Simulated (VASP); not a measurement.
# Sn (P-1) in VASP: settings compared

The runs below take Sn through relaxation of cell and atoms, with revPBE, BLYP.

Everything below comes from runs of VASP 6.6.1. Logs are shortened: lines on timing, memory, paths and dates and some standing lists are left out, and cuts for length are marked.

### Step 1. The cell of the first run

The typed cell holds 1 atom: a = 3.269 Å, b = 3.303 Å, c = 3.287 Å, α = 110.00°, β = 108.91°, γ = 109.87°.

### Step 2. Relaxation of cell and atoms, revPBE

File INCAR:

```
ALGO     = Fast           # electronic algorithm
EDIFF    = 1E-6           # SCF threshold, eV
EDIFFG   = -0.01          # ionic threshold
ENCUT    = 600            # plane-wave cutoff, eV
GGA      = RE             # functional
IBRION   = 2              # ionic algorithm
ISIF     = 3              # what is computed and relaxed
ISMEAR   = -1             # smearing method
LASPH    = T              # aspherical terms in the spheres
LCHARG   = F              # write CHGCAR
LREAL    = F              # projectors in reciprocal space
LWAVE    = F              # write WAVECAR
NELM     = 80             # most SCF steps
NSW      = 60             # ionic steps
PREC     = Accurate       # precision mode
SIGMA    = 0.05           # smearing width, eV
```

File KPOINTS:

```
k-points
0
Gamma
  10 10 10
```

File POSCAR:

```
Sn
1.0
   -1.8911382700      1.8977927600      1.8732002100
    1.8971113000     -1.9215372200      1.9029177100
    1.8832449900      1.9136439400     -1.8969446700
Sn
1
Direct
    0.0000000000      0.0000000000      0.0000000000
```

Potentials or basis: VASP PAW PBE potentials, release 64 (Sn_d).

On the command line:

```bash
$ cat potpaw_PBE.64/Sn_d/POTCAR > POTCAR
$ mpirun -np 1 vasp_std > vasp.out
```

OUTCAR:

```text
EDIFF = 1E-6
   EDIFFG = -0.01
   ENCUT = 600
   GGA = RE
   IBRION = 2
   ISIF = 3
   ISMEAR = -1
   LASPH = T
   LREAL = F
   NELM = 80
   NSW = 60
   PREC = Accurate

 ion  position               nearest neighbor table
   1  0.000  0.000  0.000-

  LATTYP: Found a triclinic cell.
 ALAT       =     8.5230369495
 B/A-ratio  =     0.6311715057
 C/A-ratio  =     0.3832937424
 COS(alpha) =     0.0003116021
 COS(beta)  =     0.2567648264
 COS(gamma) =     0.9493361671

  Lattice vectors:

 A1 = (  -3.7961428500,   7.6307666800,  -0.0534619600)
 A2 = (  -3.7882495700,   3.8193299800,  -0.0297175000)
 A3 = (   1.8892180200,   1.8898994800,   1.8791732500)

Analysis of symmetry for initial positions (statically):
=====================================================================
 Subroutine PRICEL returns:
 Original cell was already a primitive cell.

 Routine SETGRP: Setting up the symmetry group for a
 triclinic supercell.

 Subroutine GETGRP returns: Found  2 space group operations
 (whereof  2 operations were pure point group operations)
 out of a pool of  2 trial point group operations.

The static configuration has the point symmetry S_2 .

Analysis of symmetry for dynamics (positions and initial velocities):
=====================================================================
 Subroutine PRICEL returns:
 Original cell was already a primitive cell.

 Routine SETGRP: Setting up the symmetry group for a
 triclinic supercell.

 Subroutine GETGRP returns: Found  2 space group operations
 (whereof  2 operations were pure point group operations)
 out of a pool of  2 trial point group operations.

The dynamic configuration has the point symmetry S_2 .

 Subroutine INISYM returns: Found  2 space group operations
 (whereof  2 operations are pure point group operations),
 and found     1 'primitive' translations

----------------------------------------------------------------------------------------

                                     Primitive cell

  volume of cell :      27.2030

  direct lattice vectors                    reciprocal lattice vectors
    -1.891138270  1.897792760  1.873200210     0.000130237  0.264028655  0.266482261
     1.897111300 -1.921537220  1.902917710     0.264112127  0.002194233  0.264418266
     1.883244990  1.913643940 -1.896944670     0.265072361  0.262924894  0.001233999

  length of vectors
     3.269082493  3.303397097  3.287406866     0.375131901  0.373733928  0.373355567

  position of ions in fractional coordinates (direct lattice)
     0.000000000  0.000000000  0.000000000

  ion indices of the primitive-cell ions
   primitive index   ion index
                 1           1

----------------------------------------------------------------------------------------

 KPOINTS: k-points

Automatic generation of k-mesh.
 Grid dimensions read from file:
 generate k-points for:   10   10   10

 Generating k-lattice:

  Cartesian coordinates                     Fractional coordinates (reciprocal lattice)
     0.000013024  0.026402865  0.026648226     0.100000000  0.000000000  0.000000000
     0.026411213  0.000219423  0.026441827     0.000000000  0.100000000  0.000000000
     0.026507236  0.026292489  0.000123400     0.000000000 -0.000000000  0.100000000

  Length of vectors
     0.037513190  0.037373393  0.037335557

  Shift w.r.t. Gamma in fractional coordinates (k-lattice)
     0.000000000  0.000000000  0.000000000

 Subroutine IBZKPT returns following result:
 ===========================================

 Found    504 irreducible k-points:

 Following reciprocal coordinates:
            Coordinates               Weight
  0.000000  0.000000  0.000000      1.000000
  0.100000  0.000000  0.000000      2.000000
  0.200000  0.000000  0.000000      2.000000
  0.300000 -0.000000  0.000000      2.000000
  0.400000 -0.000000  0.000000      2.000000
  0.500000  0.000000  0.000000      1.000000
[... 16 lines left out ...]
 -0.400000  0.200000 -0.000000      2.000000
 -0.300000  0.200000 -0.000000      2.000000
 [... further k-points ...]
   k-points           NKPTS =    504   k-points in BZ     NKDIM =    504   number of bands    NBANDS=     11
   number of dos      NEDOS =    301   number of ions     NIONS =      1
   total plane-waves  NPLWV =  21952
   dimension x,y,z NGX =    28 NGY =   28 NGZ =   28
   dimension x,y,z NGXF=    56 NGYF=   56 NGZF=   56
   ions per type =               1
   NGX,Y,Z   is equivalent  to a cutoff of  14.24, 14.09, 14.16 a.u.
   NGXF,Y,Z  is equivalent  to a cutoff of  28.48, 28.18, 28.32 a.u.
 SYSTEM =  unknown system
   PREC   = accura    normal or accurate (medium, high low for compatibility)
   ISTART =      0    job   : 0-new  1-cont  2-samecut
   ICHARG =      2    charge: 1-file 2-atom 10-const
   ISPIN  =      1    spin polarized calculation?
   LNONCOLLINEAR =      F non collinear calculations
   LSORBIT =      F    spin-orbit coupling
   LASPH  =      T    aspherical Exc in radial PAW
   ENCUT  =  600.0 eV  44.10 Ry    6.64 a.u.   6.53  6.60  6.57*2*pi/ulx,y,z
   NELM   =     80;   NELMIN=  2; NELMDL= -5     # of ELM steps
   EDIFF  = 0.1E-05   stopping-criterion for ELM
   LREAL  =      F    real-space projection
   EDIFFG = -.1E-01   stopping-criterion for IOM
   NSW    =     60    number of steps for IOM
   IBRION =      2    ionic relax: 0-MD 1-quasi-New 2-CG
   NFREE  =      1    steps in history (QN), initial steepest desc. (CG)
   ISIF   =      3    stress and relaxation
   ISYM   =      2    0-nonsym 1-usesym 2-fastsym
   POTIM  = 0.5000    time-step for ionic-motion
   TEBEG  =    0.0;   TEEND  =   0.0 temperature during run
   PSTRESS=    0.0 pullay stress
   NELECT =      14.0000    total number of electrons
   NUPDOWN=      -1.0000    fix difference up-down
   EMIN   =  10.00;   EMAX   =-10.00  energy-range for DOS
   EFERMI =   0.00;   METHOD = LEGACY
   ISMEAR =    -1;   SIGMA  =   0.05  broadening in eV -4-tet -1-fermi 0-gaus
   EFERMI_NEDOS =   21; number of points for ismear=-14 and -15
   IALGO  =     68    algorithm
   IMIX   =      4    mixing-type and parameters
     AMIX     =   0.40;   BMIX     =  1.00
     AMIX_MAG =   1.60;   BMIX_MAG =  1.00
  volume/ion in A,a.u.               =      27.20       183.58
  Fermi-wavevector in a.u.,A,eV,Ry     =   1.311934  2.479195 23.417934  1.721170
  Thomas-Fermi vector in A             =   2.442361
   LORBIT       =      0    0 simple, 1 ext, 2 COOP (PROOUT), +10 PAW based schemes
   GGA     = RE    functional components
   LHFCALC =     F    Hartree Fock is set to
   AEXX    =    0.0000 exact exchange contribution
   IVDW    =     0    specifies the selected vdW correction
   LEPSILON=     F    determine dielectric tensor
   LRPA    =     F    only Hartree local field effects (RPA)
 conjugate gradient relaxation of ions
 non-spin polarized calculation
 RMM-DIIS sequential band-by-band and
  energy-cutoff  :      600.00
  volume of cell :       27.20
 maximum number of plane-waves:       937
 NGX is ok and might be reduce to    28
   NGX = 13   NGY = 13   NGZ = 13

--------------------------------------- Ionic step        1  -------------------------------------------

 number of electron      13.9999996 magnetization

 Free energy of the ion-electron system (eV)
  ---------------------------------------------------
  ext. energy  EPLUGINS =         0.00000000
  ---------------------------------------------------
  free energy    TOTEN  =        -3.45151786 eV

  energy without entropy =       -3.44436820  energy(sigma->0) =       -3.44794303

------------------------ aborting loop because EDIFF is reached ----------------------------------------

  FORCE on cell =-STRESS in cart. coord.  units (eV):
  Direction    XX          YY          ZZ          XY          YZ          ZX
  --------------------------------------------------------------------------------------
  -------------------------------------------------------------------------------------
  Total        0.2574135      0.3404871      0.2484906     -0.0161070     -0.0190574      0.0117254
  in kB       15.1608967     20.0536879     14.6353662     -0.9486533     -1.1224274      0.6905908
  external PRESSURE =      16.6166503 kB  Pullay stress =       0.0000000 kB
[... 86 lines left out ...]
  FREE ENERGIE OF THE ION-ELECTRON SYSTEM (eV)
  ---------------------------------------------------
  free  energy   TOTEN  =        -3.4568530723 eV

  energy  without entropy=       -3.4490644976  energy(sigma->0) =       -3.45295878

[... ionic steps 4 to 23 ...]

--------------------------------------- Ionic step       24  -------------------------------------------

 number of electron      13.9999999 magnetization

------------------------ aborting loop because EDIFF is reached ----------------------------------------

  FORCE on cell =-STRESS in cart. coord.  units (eV):
  Direction    XX          YY          ZZ          XY          YZ          ZX
  --------------------------------------------------------------------------------------
  -------------------------------------------------------------------------------------
  Total       -0.0137578      0.0183223     -0.0418688     -0.0028541     -0.0501296     -0.0030807
  in kB       -0.7699459      1.0253964     -2.3431645     -0.1597295     -2.8054765     -0.1724126
  external PRESSURE =      -0.6959047 kB  Pullay stress =       0.0000000 kB
[... 55 lines left out ...]
  energy  without entropy=       -3.4804262115  energy(sigma->0) =       -3.48254433

--------------------------------------- Ionic step       26  -------------------------------------------

 number of electron      13.9999998 magnetization

 Free energy of the ion-electron system (eV)
  ---------------------------------------------------
  ext. energy  EPLUGINS =         0.00000000
  ---------------------------------------------------
  free energy    TOTEN  =        -3.48472184 eV

  energy without entropy =       -3.48036634  energy(sigma->0) =       -3.48254409

 E-fermi :   7.6847     XC(G=0): -10.0856

 val. band max:        7.6818379848   @ k =   0.4000  -0.3000   0.3000
 cond. band min:       7.6915387729   @ k =  -0.1000   0.2000   0.2000
 fundamental gap:      0.0097007880
 Fermi energy:         7.6847339529

 k-point     1 :       0.0000    0.0000    0.0000
  band No.  band energies     occupation
      1     -13.9521      2.00000
      2     -13.9381      2.00000
      3     -13.9167      2.00000
      4     -13.8877      2.00000
      5     -13.8530      2.00000
      6      -3.1279      2.00000
      7      14.7579      0.00000
      8      15.0321      0.00000
      9      15.2538      0.00000
     10      18.2313      0.00000
     11      18.9869      0.00000
[... 309 lines left out ...]
 k-point    24 :      -0.3000    0.2000   -0.0000
  band No.  band energies     occupation
      1     -13.9331      2.00000
      2     -13.9202      2.00000
      3     -13.9025      2.00000
      4     -13.8712      2.00000
      5     -13.8427      2.00000
      6      -1.8599      2.00000
      7       9.3472      0.00000
      8      11.5393      0.00000
      9      14.5297      0.00000
     10      17.9161      0.00000
     11      18.2826      0.00000

 [... further k-points ...]
[... 5 lines left out ...]
  --------------------------------------------------------------------------------------
  -------------------------------------------------------------------------------------
  Total        0.0028150      0.0018221     -0.0056759     -0.0013931     -0.0087602      0.0076113
  in kB        0.1582512      0.1024344     -0.3190890     -0.0783146     -0.4924816      0.4278897
  external PRESSURE =      -0.0194678 kB  Pullay stress =       0.0000000 kB
[... 16 lines left out ...]
  FREE ENERGIE OF THE ION-ELECTRON SYSTEM (eV)
  ---------------------------------------------------
  free  energy   TOTEN  =        -3.4847218441 eV

  energy  without entropy=       -3.4803663423  energy(sigma->0) =       -3.48254409

 reached required accuracy - stopping structural energy minimisation
```

It took 74 min on 1 thread of Intel Xeon 8259CL, shared host; peak memory 0.37 GiB.

What came out:

```
Free energy                           : -3.4847 eV
Relaxed volume                        : 28.50 Å³/atom
Relaxed cell                          : a = 3.426 Å, b = 3.346 Å, c = 3.422 Å, α = 118.04°, β = 93.54°, γ = 117.98°
Space group after relaxing (to 0.1 Å) : I4/mmm (No. 139)
Energy gained by relaxing             : 33.2 meV/atom
Ionic steps                           : 26
Pressure after relaxing               : 0.0 GPa
Band gap on the k mesh                : zero (bands 7 and 8 overlap by 9.04 eV)
```

The path:
```
step  energy change (eV)  largest force (eV/Å)  pressure (GPa)  volume (Å³)
   1              0.0000                0.0000            1.66        27.20
   2             -0.0054                0.0000           -0.01        28.33
   3             -0.0053                0.0000           -0.29        28.41
   4             -0.0054                0.0000           -0.10        28.35
   5             -0.0064                0.0000           -0.22        28.39
   6             -0.0098                0.0000           -0.29        28.49
   7             -0.0151                0.0000           -0.53        28.66
   8             -0.0066                0.0000           -0.33        28.85
   9             -0.0153                0.0000           -0.57        28.72
  10             -0.0155                0.0000           -0.57        28.69
  11             -0.0160                0.0000           -0.51        28.66
  12             -0.0170                0.0000           -0.32        28.56
  13             -0.0171                0.0000            0.15        28.35
  14             -0.0189                0.0000            0.20        28.34
  15             -0.0240                0.0000            0.24        28.28
  16             -0.0293                0.0000            0.52        28.12
  17             -0.0294                0.0000            0.60        28.10
  18             -0.0294                0.0000            0.67        28.04
  19             -0.0326                0.0000            0.07        28.49
  20             -0.0328                0.0000            0.10        28.58
  21             -0.0328                0.0000           -0.17        28.77
  22             -0.0329                0.0000           -0.27        28.72
  23             -0.0329                0.0000           -0.21        28.65
  24             -0.0329                0.0000           -0.07        28.63
  25             -0.0331                0.0000            0.00        28.55
  26             -0.0332                0.0000            0.00        28.50
```

Final structure:
```
CELL_PARAMETERS angstrom
-1.74157 2.34384 1.79178
1.70094 -2.32821 1.69743
1.78315 2.34595 -1.73930
ATOMIC_POSITIONS crystal
Sn 0.00000 0.00000 0.00000
```

Caveat: the PAW data sets were made with another functional, which shifts forces and pressure a little; spin-orbit coupling is left out, which moves the levels of the heavy elements.

### Step 3. Relaxation of cell and atoms, BLYP

File INCAR:

```
SYSTEM = Sn
PREC = Accurate
ENCUT = 600
EDIFF = 1E-6
ISMEAR = -1
SIGMA = 0.05
LREAL = .FALSE.
LASPH = .TRUE.
NELM = 80
ALGO = Fast
ISIF = 3
LWAVE = .FALSE.
LCHARG = .FALSE.
GGA = B5
ALDAX = 1.0
AGGAX = 1.0
AGGAC = 1.0
ALDAC = 0.0
IBRION = 2
NSW = 60
EDIFFG = -0.01
```

File KPOINTS:

```
regular mesh
0
G
  10 10 10
  0 0 0
```

POSCAR is that of step 2.

Potentials or basis: VASP PAW PBE potentials, release 64 (Sn_d).

On the command line:

```bash
$ cat potpaw_PBE.64/Sn_d/POTCAR > POTCAR
$ mpirun -np 1 vasp_std > vasp.out
```

Wall time 88 min (1 thread of Intel Xeon 8259CL, shared host); peak memory 0.38 GiB.

Results (log left out):

```
Free energy                           : -2.9645 eV
Relaxed volume                        : 30.89 Å³/atom
Relaxed cell                          : a = 3.513 Å, b = 3.506 Å, c = 3.480 Å, α = 118.64°, β = 92.04°, γ = 118.89°
Space group after relaxing (to 0.1 Å) : I4/mmm (No. 139)
Energy gained by relaxing             : 86.0 meV/atom
Ionic steps                           : 28
Pressure after relaxing               : 0.0 GPa
Band gap on the k mesh                : zero (bands 7 and 8 overlap by 7.98 eV)
```

The path:
```csv
step,energy change (eV),largest force (eV/Å),pressure (GPa),volume (Å³)
1,0.0000,0.0000,5.47,27.20
2,-0.0552,0.0000,-0.40,31.02
3,-0.0554,0.0000,0.07,30.70
4,-0.0554,0.0000,-0.06,30.77
5,-0.0566,0.0000,-0.02,30.79
6,-0.0595,0.0000,-0.05,30.82
7,-0.0659,0.0000,-0.13,30.85
8,-0.0721,0.0000,0.03,30.83
9,-0.0737,0.0000,-0.06,30.88
10,-0.0764,0.0000,-0.31,30.99
11,-0.0827,0.0000,-0.20,31.06
12,-0.0834,0.0000,-0.13,31.02
13,-0.0834,0.0000,-0.07,30.99
14,-0.0835,0.0000,-0.11,31.00
15,-0.0841,0.0000,-0.06,30.95
16,-0.0854,0.0000,0.09,30.79
17,-0.0841,0.0000,0.56,30.46
18,-0.0856,0.0000,0.21,30.70
19,-0.0858,0.0000,0.18,30.88
20,-0.0849,0.0000,0.01,31.41
21,-0.0851,0.0000,-0.52,31.37
22,-0.0858,0.0000,-0.47,31.03
23,-0.0859,0.0000,-0.21,30.93
24,-0.0859,0.0000,0.01,30.91
25,-0.0859,0.0000,-0.02,30.92
26,-0.0859,0.0000,-0.03,30.92
27,-0.0859,0.0000,0.01,30.91
28,-0.0860,0.0000,0.01,30.89
```

Final structure:
```
Sn
1.0
    -1.78472    2.43976    1.79018
     1.79306   -2.43263    1.77833
     1.77183    2.41629   -1.76956
Sn
1
Direct
  0.00000 0.00000 0.00000
```

Levels at points of the mesh, in eV from the Fermi level:
```csv
k point,band 4,band 5,band 6,band 7,band 8,band 9,band 10,band 11
"(0.00, 0.00, 0.00)",-21.47,-21.45,-10.30,6.35,6.46,6.54,10.79,11.11
"(0.50, 0.00, 0.00)",-21.41,-21.40,-6.80,-3.91,4.63,5.18,9.22,9.96
"(0.00, 0.50, 0.00)",-21.40,-21.39,-5.41,-3.18,1.84,2.17,5.56,6.01
"(0.50, 0.50, 0.00)",-21.41,-21.40,-6.79,-3.91,4.62,5.18,9.21,9.94
"(0.00, 0.00, 0.50)",-21.41,-21.40,-6.70,-3.89,4.55,5.06,9.12,9.90
"(0.50, 0.00, 0.50)",-21.40,-21.39,-5.35,-3.15,1.81,2.09,5.52,5.95
"(0.00, 0.50, 0.50)",-21.41,-21.40,-6.72,-3.89,4.57,5.08,9.15,9.92
"(0.50, 0.50, 0.50)",-21.39,-21.39,-4.94,-2.88,1.52,1.56,5.09,5.63
```

Caveat: the PAW data sets were made with another functional, which shifts forces and pressure a little; spin-orbit coupling is left out, which moves the levels of the heavy elements.

The gap in the log of VASP goes by the Fermi energy; the results here count the filled bands.